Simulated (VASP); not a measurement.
A run of VASP 6.6.1 is set up as follows.

Contents of INCAR:

```
SYSTEM = Be
PREC = Accurate
ENCUT = 520
EDIFF = 1E-7
ISMEAR = -1
SIGMA = 0.1
LREAL = .FALSE.
LASPH = .TRUE.
NELM = 60
ALGO = Normal
ISIF = 2
LWAVE = .FALSE.
LCHARG = .FALSE.
GGA = PE
NBANDS = 10
```

The input KPOINTS:

```
Automatic mesh
0
G
  11 11 16
  0 0 0
```

The input POSCAR:

```
Be
1.0
    3.4724328114      0.0000000000      0.0000000000
   -1.7362164057      3.0072150276      0.0000000000
    0.0000000000      0.0000000000      2.1329412409
Be
3
Direct
    1.0000000000      1.0000000000      1.0000000000
    0.3333333333      0.6666666667      0.5000000000
    0.6666666667      0.3333333333      0.5000000000
```

Potentials or basis: VASP PAW PBE potentials, release 64 (Be).

The run is started by

```sh
$ cat potpaw_PBE.64/Be/POTCAR > POTCAR
$ mpirun -np 1 vasp_std > vasp.out
```

Task: Estimate the pressure.

Result: 11.2 GPa.

Task: Predict the band gap on the k mesh.

Result: Zero (band 3 reaches 12.19 eV, above the bottom of band 4 at 7.10 eV).

Stress tensor (GPa, compression positive):
```
12.07  0.00  0.00
 0.00 12.07  0.00
 0.00  0.00  9.55
```
